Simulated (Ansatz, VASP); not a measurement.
## Two plane-wave programs on KCl

```
CELL_PARAMETERS angstrom
3.83920 0.00000 0.00000
0.00000 3.83920 0.00000
0.00000 0.00000 3.83920
ATOMIC_POSITIONS crystal
K 0.00000 0.00000 0.00000
Cl 0.50000 0.50000 0.50000
```

Alike in both runs: task single point; functional r2SCAN; k mesh 2 × 2 × 2; no spin polarisation.

|  | VASP | Ansatz |
| --- | --- | --- |
| version | VASP 6.6.1 | Ansatz 0.2.0 |
| potentials or method | VASP PAW PBE potentials, release 64 (K_sv, Cl), cutoff 550 eV | plane waves, PAW |
| occupations | gaussian, width 0.01 eV | fixed |
| valence electrons in the cell | 16 | 16 |

Ansatz gave:

```
gap on the k mesh at the Fermi level (eV) : 5.46
```

Estimate VASP's values.

gap on the k mesh at the Fermi level (eV): 5.47.

VASP's potentials were made for PBE, not for r2SCAN.

The k mesh is coarse, so the values compare programs but aren't converged.
